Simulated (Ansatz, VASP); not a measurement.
Two plane-wave programs on TiO2

```
Ti O
1.0
     4.41298    0.00000    0.00000
     0.00000    4.41298    0.00000
     0.00000    0.00000    2.83535
Ti O
2 4
Direct
  0.00000 0.00000 0.00000
  0.50000 0.50000 0.50000
  0.30111 0.30111 0.00000
  0.19889 0.80111 0.50000
  0.80111 0.19889 0.50000
  0.69889 0.69889 0.00000
```

Change from the starting cell: hydrostatic strain -4.0%.

Alike in both runs: task single point; functional r2SCAN; k mesh 6 × 6 × 8; no spin polarisation.

|  | VASP | Ansatz |
| --- | --- | --- |
| version | VASP 6.6.1 | Ansatz 0.2.0 |
| potentials or method | VASP PAW PBE potentials, release 64 (Ti_sv, O) | plane waves, PAW |
| plane-wave cutoff (eV) | 520 | 500 |
| occupations | gaussian, width 0.01 eV | fixed |
| valence electrons in the cell | 48 | 48 |

|  | VASP | Ansatz | Ansatz less VASP |
| --- | --- | --- | --- |
| gap on the k mesh at the Fermi level (eV) | 2.41 | 2.41 | -0.005 |
| pressure (GPa) | 40.3 | 38.6 | -1.77 |
| traceless stress, the component that is largest in VASP (GPa) | 5.56 | 5.10 | -0.460 |
| rms of the force components (eV/Å) | 0.016 | 0.003 | -0.0131 |

VASP's potentials were made for PBE, not for r2SCAN. Atom by atom the forces differ by 0.013 eV/Å (rms over components). Both programs put the cell under a high pressure, so it lies far from rest at this level.
